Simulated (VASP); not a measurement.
A run of VASP 6.6.1 is set up as follows.

The input INCAR:

```
ALGO     = Normal         # electronic algorithm
EDIFF    = 1E-6           # SCF threshold, eV
ENCUT    = 520            # plane-wave cutoff, eV
GGA      = PE             # functional
ISIF     = 2              # what is computed and relaxed
ISMEAR   = 0              # smearing method
LASPH    = T              # aspherical terms in the spheres
LCHARG   = T              # write CHGCAR
LELF     = T              # ELF
LREAL    = F              # projectors in reciprocal space
LVHAR    = T            
LWAVE    = F              # write WAVECAR
NBANDS   = 19             # bands
NELM     = 80             # most SCF steps
PREC     = Accurate       # precision mode
SIGMA    = 0.05           # smearing width, eV
```

File KPOINTS:

```
k-points
0
Gamma
  16 16 8
```

POSCAR

```
Hg
1.0
    3.5898039797      0.0000000000      0.0000000000
   -1.7949019899      3.1088614410      0.0000000000
    0.0000000000      0.0000000000      5.5904576375
Hg
2
Direct
    0.3333333333      0.6666666667      0.7500000000
    0.6666666667      0.3333333333      0.2500000000
```

Potentials or basis: VASP PAW PBE potentials, release 64 (Hg).

Command:

```console
$ cat potpaw_PBE.64/Hg/POTCAR > POTCAR
$ mpirun -np 1 vasp_std > vasp.out
```

Problem. Estimate the pressure.

Solution. 0.1 GPa.
